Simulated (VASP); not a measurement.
Here is a VASP 6.6.1 calculation.

File INCAR:

```
SYSTEM = WS
PREC = Accurate
ENCUT = 520
EDIFF = 1E-6
ISMEAR = -1
SIGMA = 0.05
LREAL = .FALSE.
LASPH = .TRUE.
NELM = 100
ALGO = Normal
ISIF = 2
LWAVE = .FALSE.
LCHARG = .FALSE.
GGA = PE
NBANDS = 17
```

KPOINTS

```
regular mesh
0
G
  5 5 5
  0 0 0
```

Contents of POSCAR:

```
WS
1.0
    3.0078900000      0.0000000000      0.0000000000
    0.0000000000      3.0078900000      0.0000000000
    0.0000000000      0.0000000000      3.0078900000
W S
1 1
Direct
    0.5000000000      0.5000000000      0.5000000000
    0.0000000000      0.0000000000      0.0000000000
```

Potentials or basis: VASP PAW PBE potentials, release 64 (W_sv, S).

Command:

```sh
$ cat potpaw_PBE.64/W_sv/POTCAR potpaw_PBE.64/S/POTCAR > POTCAR
$ mpirun -np 1 vasp_std > vasp.out
```

(1) Estimate the pressure.

(2) What does it give for the band gap on the k mesh?

Answers

(1) 0.6 GPa.

(2) zero (band 10 reaches 14.31 eV, above the bottom of band 11 at 12.34 eV).

Caveat: the k points lie up to 0.42 Å⁻¹ apart; spin-orbit coupling is left out, which moves the levels of the heavy elements.
